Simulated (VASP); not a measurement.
# Mg3Sb2 (P-3m1) in VASP: notebook

Runs on Mg3Sb2. Level: BLYP. Tasks: relaxation of shape and atoms at fixed volume.

Program: VASP 6.6.1. These are calculated values, not measurements. Logs are shortened: lines on timing, memory, paths and dates and some standing lists are left out, and cuts for length are marked.

## (1) The cell of the first run

The structure is trigonal, space group P-3m1 (No. 164). The conventional cell has a = 4.588 Å, b = 4.588 Å, c = 7.317 Å, α = 90.00°, β = 90.00°, γ = 120.00°. Within 3.7 Å of Sb (site symmetry 3m) lie 7 Mg at 2.83 to 3.14 Å. Mg (site symmetry -3m) has 6 Sb at 3.14 Å and 6 Mg at 3.77 Å within 4.1 Å. Mg (site symmetry 3m) has 4 Sb at 2.83 to 2.94 Å and 6 Mg at 3.28 to 3.77 Å within 3.8 Å.

## (2) Relaxation of shape and atoms at fixed volume, BLYP (26.67 Å³/atom)

Input file INCAR:

```
SYSTEM = Mg3Sb2
PREC = Accurate ; ENCUT = 600
EDIFF = 1E-7 ; ISMEAR = 0
SIGMA = 0.05 ; LREAL = .FALSE.
LASPH = .TRUE. ; NELM = 120
ALGO = Normal ; ISIF = 4
LWAVE = .FALSE. ; LCHARG = .FALSE.
GGA = B5 ; ALDAX = 1.0
AGGAX = 1.0 ; AGGAC = 1.0
ALDAC = 0.0 ; IBRION = 2
NSW = 60 ; EDIFFG = -0.01
GGA_COMPAT = .FALSE. ; NELMIN = 4
```

Input file KPOINTS:

```
regular mesh
0
G
  6 6 4
  0 0 0
```

Input file POSCAR:

```
Mg3Sb2
1.0
    4.5876330611      0.0000000000      0.0000000000
   -2.2938165305      3.9730067741      0.0000000000
    0.0000000000      0.0000000000      7.3171188667
Sb Mg
2 3
Direct
    0.3333333333      0.6666666667      0.2305452044
    0.6666666667      0.3333333333      0.7694547956
    0.0000000000      0.0000000000      0.0000000000
    0.3333333333      0.6666666667      0.6326613638
    0.6666666667      0.3333333333      0.3673386362
```

Potentials or basis: VASP PAW PBE potentials, release 64 (Sb, Mg).

Started as:

```
cat potpaw_PBE.64/Sb/POTCAR potpaw_PBE.64/Mg/POTCAR > POTCAR
mpirun -np 1 vasp_std > vasp.out
```

OUTCAR:

```text
SYSTEM = Mg3Sb2
   PREC = Accurate
   ENCUT = 600
   EDIFF = 1E-7
   ISMEAR = 0
   LREAL = .FALSE.
   LASPH = .TRUE.
   NELM = 120
   ISIF = 4
   GGA = B5
   IBRION = 2
   NSW = 60
   EDIFFG = -0.01
   NELMIN = 4

 ion  position               nearest neighbor table
   1  0.333  0.667  0.231-   5 2.83   5 2.83   5 2.83   4 2.94   3 3.14   3 3.14   3 3.14
   2  0.667  0.333  0.769-   4 2.83   4 2.83   4 2.83   5 2.94   3 3.14   3 3.14   3 3.14
   3  0.000  0.000  0.000-   1 3.14   2 3.14   1 3.14   2 3.14   2 3.14   1 3.14
   4  0.333  0.667  0.633-   2 2.83   2 2.83   2 2.83   1 2.94   5 3.28   5 3.28   5 3.28
   5  0.667  0.333  0.367-   1 2.83   1 2.83   1 2.83   2 2.94   4 3.28   4 3.28   4 3.28

  LATTYP: Found a hexagonal cell.
 ALAT       =     4.5876330611
 C/A-ratio  =     1.5949660248

  Lattice vectors:

 A1 = (   4.5876330611,   0.0000000000,   0.0000000000)
 A2 = (  -2.2938165305,   3.9730067741,   0.0000000000)
 A3 = (   0.0000000000,   0.0000000000,   7.3171188667)

Analysis of symmetry for initial positions (statically):
=====================================================================
 Subroutine PRICEL returns:
 Original cell was already a primitive cell.

 Routine SETGRP: Setting up the symmetry group for a
 hexagonal supercell.

 Subroutine GETGRP returns: Found 12 space group operations
 (whereof 12 operations were pure point group operations)
 out of a pool of 24 trial point group operations.

The static configuration has the point symmetry D_3d.

Analysis of symmetry for dynamics (positions and initial velocities):
=====================================================================
 Subroutine PRICEL returns:
 Original cell was already a primitive cell.

 Routine SETGRP: Setting up the symmetry group for a
 hexagonal supercell.

 Subroutine GETGRP returns: Found 12 space group operations
 (whereof 12 operations were pure point group operations)
 out of a pool of 24 trial point group operations.

The dynamic configuration has the point symmetry D_3d.

 Subroutine INISYM returns: Found 12 space group operations
 (whereof 12 operations are pure point group operations),
 and found     1 'primitive' translations

----------------------------------------------------------------------------------------

                                     Primitive cell

  volume of cell :     133.3669

  direct lattice vectors                    reciprocal lattice vectors
     4.587633061  0.000000000  0.000000000     0.217977329  0.125849269  0.000000000
    -2.293816531  3.973006774  0.000000000     0.000000000  0.251698539  0.000000000
     0.000000000  0.000000000  7.317118867     0.000000000  0.000000000  0.136665813

  length of vectors
     4.587633061  4.587633061  7.317118867     0.251698539  0.251698539  0.136665813

  position of ions in fractional coordinates (direct lattice)
     0.333333333  0.666666667  0.230545204
     0.666666667  0.333333333  0.769454796
     0.000000000  0.000000000  0.000000000
     0.333333333  0.666666667  0.632661364
     0.666666667  0.333333333  0.367338636

  ion indices of the primitive-cell ions
   primitive index   ion index
                 1           1
                 2           2
                 3           3
                 4           4
                 5           5

----------------------------------------------------------------------------------------

 KPOINTS: regular mesh

Automatic generation of k-mesh.
 Grid dimensions read from file:
 generate k-points for:    6    6    4

 Generating k-lattice:

  Cartesian coordinates                     Fractional coordinates (reciprocal lattice)
     0.036329555  0.020974878  0.000000000     0.166666667  0.000000000  0.000000000
     0.000000000  0.041949756  0.000000000     0.000000000  0.166666667  0.000000000
     0.000000000  0.000000000  0.034166453     0.000000000  0.000000000  0.250000000

  Length of vectors
     0.041949756  0.041949756  0.034166453

  Shift w.r.t. Gamma in fractional coordinates (k-lattice)
     0.000000000  0.000000000  0.000000000

 Subroutine IBZKPT returns following result:
 ===========================================

 Found     24 irreducible k-points:

 Following reciprocal coordinates:
            Coordinates               Weight
  0.000000  0.000000  0.000000      1.000000
  0.166667  0.000000  0.000000      6.000000
  0.333333  0.000000  0.000000      6.000000
  0.500000  0.000000  0.000000      3.000000
  0.166667  0.166667  0.000000      6.000000
  0.333333  0.166667  0.000000     12.000000
[... 16 lines left out ...]
  0.333333  0.166667  0.500000     12.000000
  0.333333  0.333333  0.500000      2.000000
   k-points           NKPTS =     24   k-points in BZ     NKDIM =     24   number of bands    NBANDS=     12
   number of dos      NEDOS =    301   number of ions     NIONS =      5
   total plane-waves  NPLWV =  96000
   dimension x,y,z NGX =    40 NGY =   40 NGZ =   60
   dimension x,y,z NGXF=    80 NGYF=   80 NGZF=  120
   ions per type =               2   3
   NGX,Y,Z   is equivalent  to a cutoff of  14.50, 14.50, 13.63 a.u.
   NGXF,Y,Z  is equivalent  to a cutoff of  28.99, 28.99, 27.26 a.u.
 SYSTEM =  Mg3Sb2
   PREC   = accura    normal or accurate (medium, high low for compatibility)
   ISTART =      0    job   : 0-new  1-cont  2-samecut
   ICHARG =      2    charge: 1-file 2-atom 10-const
   ISPIN  =      1    spin polarized calculation?
   LNONCOLLINEAR =      F non collinear calculations
   LSORBIT =      F    spin-orbit coupling
   LASPH  =      T    aspherical Exc in radial PAW
   ENCUT  =  600.0 eV  44.10 Ry    6.64 a.u.   9.16  9.16 14.61*2*pi/ulx,y,z
   NELM   =    120;   NELMIN=  4; NELMDL= -5     # of ELM steps
   EDIFF  = 0.1E-06   stopping-criterion for ELM
   LREAL  =      F    real-space projection
   EDIFFG = -.1E-01   stopping-criterion for IOM
   NSW    =     60    number of steps for IOM
   IBRION =      2    ionic relax: 0-MD 1-quasi-New 2-CG
   NFREE  =      1    steps in history (QN), initial steepest desc. (CG)
   ISIF   =      4    stress and relaxation
   ISYM   =      2    0-nonsym 1-usesym 2-fastsym
   POTIM  = 0.5000    time-step for ionic-motion
   TEBEG  =    0.0;   TEEND  =   0.0 temperature during run
   PSTRESS=    0.0 pullay stress
   NELECT =      16.0000    total number of electrons
   NUPDOWN=      -1.0000    fix difference up-down
   EMIN   =  10.00;   EMAX   =-10.00  energy-range for DOS
   EFERMI =   0.00;   METHOD = LEGACY
   ISMEAR =     0;   SIGMA  =   0.05  broadening in eV -4-tet -1-fermi 0-gaus
   EFERMI_NEDOS =   21; number of points for ismear=-14 and -15
   IALGO  =     38    algorithm
   IMIX   =      4    mixing-type and parameters
     AMIX     =   0.40;   BMIX     =  1.00
     AMIX_MAG =   1.60;   BMIX_MAG =  1.00
  volume/ion in A,a.u.               =      26.67       180.00
  Fermi-wavevector in a.u.,A,eV,Ry     =   0.807419  1.525800  8.869977  0.651925
  Thomas-Fermi vector in A             =   1.916034
   LORBIT       =      0    0 simple, 1 ext, 2 COOP (PROOUT), +10 PAW based schemes
   GGA     = B5    functional components
   LHFCALC =     F    Hartree Fock is set to
   AEXX    =    0.0000 exact exchange contribution
   IVDW    =     0    specifies the selected vdW correction
   LEPSILON=     F    determine dielectric tensor
   LRPA    =     F    only Hartree local field effects (RPA)
 conjugate gradient relaxation of ions
 non-spin polarized calculation
 Gauss-broadening in eV      SIGMA  =   0.05
  energy-cutoff  :      600.00
  volume of cell :      133.37
 maximum number of plane-waves:      4486
 NGX is ok and might be reduce to    40
   NGX = 19   NGY = 19   NGZ = 29

--------------------------------------- Ionic step        1  -------------------------------------------

 number of electron      16.0000000 magnetization

 Free energy of the ion-electron system (eV)
  ---------------------------------------------------
  ext. energy  EPLUGINS =         0.00000000
  ---------------------------------------------------
  free energy    TOTEN  =       -11.42782020 eV

  energy without entropy =      -11.42782020  energy(sigma->0) =      -11.42782020

------------------------ aborting loop because EDIFF is reached ----------------------------------------

  FORCE on cell =-STRESS in cart. coord.  units (eV):
  Direction    XX          YY          ZZ          XY          YZ          ZX
  --------------------------------------------------------------------------------------
  -------------------------------------------------------------------------------------
  Total        1.6250514      1.6250514      1.5464055      0.0000000      0.0000000      0.0000000
  in kB       19.5222378     19.5222378     18.5774400      0.0000000      0.0000000      0.0000000
  external PRESSURE =      19.2073052 kB  Pullay stress =       0.0000000 kB

 VOLUME and BASIS-vectors are now :
 -----------------------------------------------------------------------------
  energy-cutoff  :      600.00
  volume of cell :      133.37
      direct lattice vectors                 reciprocal lattice vectors
     4.587633061  0.000000000  0.000000000     0.217977329  0.125849269  0.000000000
    -2.293816531  3.973006774  0.000000000     0.000000000  0.251698539  0.000000000
     0.000000000  0.000000000  7.317118867     0.000000000  0.000000000  0.136665813
[... 40 lines left out ...]
 POSITION                                       TOTAL-FORCE (eV/Angst)
 -----------------------------------------------------------------------------------
     -0.00000      2.64934      1.68241         0.000000     -0.000000     -0.053892
      2.29440      1.32467      5.63101        -0.000000      0.000000      0.053892
      4.58879      0.00000      0.00000        -0.000000      0.000000     -0.000000
     -0.00000      2.64934      4.62632         0.000000     -0.000000     -0.010934
      2.29440      1.32467      2.68710        -0.000000      0.000000      0.010934
 -----------------------------------------------------------------------------------
    total drift:                               -0.000000      0.000000     -0.000000

  FREE ENERGIE OF THE ION-ELECTRON SYSTEM (eV)
  ---------------------------------------------------
  free  energy   TOTEN  =       -11.4283360264 eV

  energy  without entropy=      -11.4283360263  energy(sigma->0) =      -11.42833603

--------------------------------------- Ionic step        3  -------------------------------------------

 number of electron      16.0000000 magnetization

 Free energy of the ion-electron system (eV)
  ---------------------------------------------------
  ext. energy  EPLUGINS =         0.00000000
  ---------------------------------------------------
  free energy    TOTEN  =       -11.42884014 eV

  energy without entropy =      -11.42884014  energy(sigma->0) =      -11.42884014

 E-fermi :   4.8937     XC(G=0):  -8.1218

 val. band max:        4.7065477932   @ k =   0.0000   0.0000   0.0000
 cond. band min:       5.0958589801   @ k =   0.5000   0.0000   0.2500
 fundamental gap:      0.3893111869
 Fermi energy:         4.8936710753

 k-point     1 :       0.0000    0.0000    0.0000
  band No.  band energies     occupation
      1      -5.4251      2.00000
      2      -4.2728      2.00000
      3      -0.0039      2.00000
      4       3.7122      2.00000
      5       3.7122      2.00000
      6       4.3706      2.00000
      7       4.3706      2.00000
      8       4.7065      2.00000
      9       5.8697      0.00000
     10       6.1225      0.00000
     11       7.9524      0.00000
     12       7.9524      0.00000

 k-point     2 :       0.1667    0.0000    0.0000
  band No.  band energies     occupation
      1      -5.2440      2.00000
      2      -4.1703      2.00000
      3       0.2298      2.00000
      4       2.3798      2.00000
      5       3.1122      2.00000
      6       3.2939      2.00000
      7       4.3118      2.00000
      8       4.4635      2.00000
      9       6.5034      0.00000
     10       6.9900      0.00000
     11       7.8024      0.00000
     12       8.1938      0.00000
[... 350 lines left out ...]
 POSITION                                       TOTAL-FORCE (eV/Angst)
 -----------------------------------------------------------------------------------
     -0.00000      2.65094      1.67163         0.000000     -0.000000     -0.001085
      2.29579      1.32547      5.63295        -0.000000     -0.000000      0.001085
     -0.00000      0.00000      0.00000        -0.000000     -0.000000      0.000000
     -0.00000      2.65094      4.61929         0.000000     -0.000000     -0.008507
      2.29579      1.32547      2.68528        -0.000000      0.000000      0.008507
 -----------------------------------------------------------------------------------
    total drift:                                0.000000      0.000000      0.000000

  FREE ENERGIE OF THE ION-ELECTRON SYSTEM (eV)
  ---------------------------------------------------
  free  energy   TOTEN  =       -11.4288401405 eV

  energy  without entropy=      -11.4288401401  energy(sigma->0) =      -11.42884014

 reached required accuracy - stopping structural energy minimisation
```

It took 2.4 min on 1 thread of Intel Xeon Platinum 8124M at 3.00GHz (Skylake/Cascade Lake), shared host; peak memory 0.33 GiB.

Results:

```
Free energy                  : -11.4288 eV
Energy gained by relaxing    : 0.2 meV/atom
Ionic steps                  : 3
Pressure after relaxing      : 1.8 GPa
Largest force after relaxing : 0.009 eV/Å
Band gap on the k mesh       : 0.39 eV (least direct gap 1.16 eV)
```

Forces in eV/Å, atoms in the order of the input:
```
Sb   0.000  0.000 -0.001
Sb   0.000  0.000  0.001
Mg   0.000  0.000  0.000
Mg   0.000  0.000 -0.009
Mg   0.000  0.000  0.009
```

The path:
| step | energy change (eV) | largest force (eV/Å) | pressure (GPa) | volume (Å³) |
| --- | --- | --- | --- | --- |
| 1 | 0.0000 | 0.0760 | 1.92 | 133.37 |
| 2 | -0.0005 | 0.0539 | 1.90 | 133.37 |
| 3 | -0.0010 | 0.0085 | 1.84 | 133.37 |

Final structure:
```cif
data_structure
_symmetry_space_group_name_H-M 'P 1'
_symmetry_Int_Tables_number 1
_cell_length_a 4.5916
_cell_length_b 4.5916
_cell_length_c 7.3046
_cell_angle_alpha 90.000
_cell_angle_beta 90.000
_cell_angle_gamma 120.000
_cell_volume 133.37
loop_
_atom_site_label
_atom_site_type_symbol
_atom_site_fract_x
_atom_site_fract_y
_atom_site_fract_z
_atom_site_occupancy
Sb1 Sb 0.33333 0.66667 0.22885 1
Sb2 Sb 0.66667 0.33333 0.77115 1
Mg1 Mg 0.00000 0.00000 0.00000 1
Mg2 Mg 0.33333 0.66667 0.63238 1
Mg3 Mg 0.66667 0.33333 0.36762 1
```

Caveat: the PAW data sets were made with another functional, which shifts forces and pressure a little; spin-orbit coupling is left out, which moves the levels of the heavy elements.

## (3) Relaxation of shape and atoms at fixed volume, BLYP (27.23 Å³/atom)

This run uses another cell than the first one, of 27.23 Å³/atom.

Input file INCAR:

```
AGGAC = 1.0 ; AGGAX = 1.0
ALDAC = 0.0 ; ALDAX = 1.0
ALGO = Normal ; EDIFF = 1E-7
EDIFFG = -0.01 ; ENCUT = 600
GGA = B5 ; GGA_COMPAT = False
IBRION = 2 ; ISIF = 4
ISMEAR = 0 ; LASPH = True
LCHARG = False ; LREAL = False
LWAVE = False ; NELM = 120
NELMIN = 4 ; NSW = 60
PREC = Accurate ; SIGMA = 0.05
```

Input file KPOINTS:

```
k-points
0
Gamma
  6 6 4
```

Input file POSCAR:

```
Mg3Sb2
1.0
    4.6176250766      0.0000000000      0.0000000000
   -2.3088125383      3.9989806215      0.0000000000
    0.0000000000      0.0000000000      7.3728426395
Sb Mg
2 3
Direct
    0.3333333333      0.6666666667      0.2317509306
    0.6666666667      0.3333333333      0.7682490694
    0.0000000000      0.0000000000      0.0000000000
    0.3333333333      0.6666666667      0.6326135186
    0.6666666667      0.3333333333      0.3673864814
```

Potentials or basis: VASP PAW PBE potentials, release 64 (Sb, Mg).

Started as:

```
cat potpaw_PBE.64/Sb/POTCAR potpaw_PBE.64/Mg/POTCAR > POTCAR
mpirun -np 1 vasp_std > vasp.out
```

It took 3 min on 1 thread of Intel Xeon Platinum 8124M at 3.00GHz (Skylake/Cascade Lake), shared host; peak memory 0.33 GiB.

It converged, with:

* Free energy: -11.4531 eV
* Energy gained by relaxing: 0.2 meV/atom
* Ionic steps: 4
* Pressure after relaxing: 1.0 GPa
* Largest force after relaxing: 0.009 eV/Å
* Band gap on the k mesh: 0.37 eV (least direct gap 1.07 eV)

Forces in eV/Å, atoms in the order of the input:
```
Sb   0.000  0.000  0.001
Sb   0.000  0.000 -0.001
Mg   0.000  0.000  0.000
Mg   0.000  0.000 -0.009
Mg   0.000  0.000  0.009
```

The path:
```tsv
step	energy change (eV)	largest force (eV/Å)	pressure (GPa)	volume (Å³)
1	0.0000	0.0754	1.05	136.15
2	-0.0005	0.0537	1.02	136.15
3	-0.0010	0.0142	0.98	136.15
4	-0.0010	0.0085	0.97	136.15
```

Final structure:
```
Sb Mg
1.0
     4.61956    0.00000    0.00000
    -2.30978    4.00066    0.00000
     0.00000    0.00000    7.36667
Sb Mg
2 3
Direct
  0.33333 0.66667 0.23002
  0.66667 0.33333 0.76998
  0.00000 0.00000 0.00000
  0.33333 0.66667 0.63254
  0.66667 0.33333 0.36746
```

Levels at points of the mesh, in eV from the valence-band top:
```tsv
k point	band 5	band 6	band 7	band 8	band 9	band 10	band 11	band 12
(0.00, 0.00, 0.00)	-0.95	-0.31	-0.31	0.00	1.07	1.40	3.26	3.26
(0.50, 0.00, 0.00)	-2.95	-2.06	-2.02	-0.79	0.58	2.11	2.35	3.03
(0.00, 0.00, 0.50)	-0.69	-0.69	-0.58	-0.58	1.88	2.04	2.93	2.93
(0.50, 0.00, 0.50)	-1.62	-1.55	-1.49	-1.37	0.43	1.63	1.84	2.59
```

Caveat: the PAW data sets were made with another functional, which shifts forces and pressure a little; spin-orbit coupling is left out, which moves the levels of the heavy elements. A k mesh can miss the band edges.
